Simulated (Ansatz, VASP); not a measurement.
## One calculation of Zr, two programs

```
Zr
1.0
     3.26068    0.00000    0.00000
    -1.63034    2.82384    0.00000
     0.00000    0.00000    5.20647
Zr
2
Direct
  0.33333 0.66667 0.25000
  0.66667 0.33333 0.75000
```

Change from the starting cell: volume scaled by 1.02.

Alike in both runs: task single point; functional PBE; k mesh 12 × 12 × 7; occupations fermi-dirac, width 0.05 eV; no spin polarisation.

|  | VASP | Ansatz |
| --- | --- | --- |
| version | VASP 6.6.1 | Ansatz 0.2.0 |
| potentials or method | VASP PAW PBE potentials, release 64 (Zr_sv), cutoff 520 eV | all-electron LAPW, scalar-relativistic |

|  | VASP | Ansatz | Ansatz less VASP |
| --- | --- | --- | --- |
| pressure (GPa) | -2.1 | -2.1 | -0.01 |
| traceless stress, the component that is largest in VASP (GPa) | 0.10 | 0.10 | +0.003 |

Ansatz ran all-electron here, and VASP with PAW potentials.
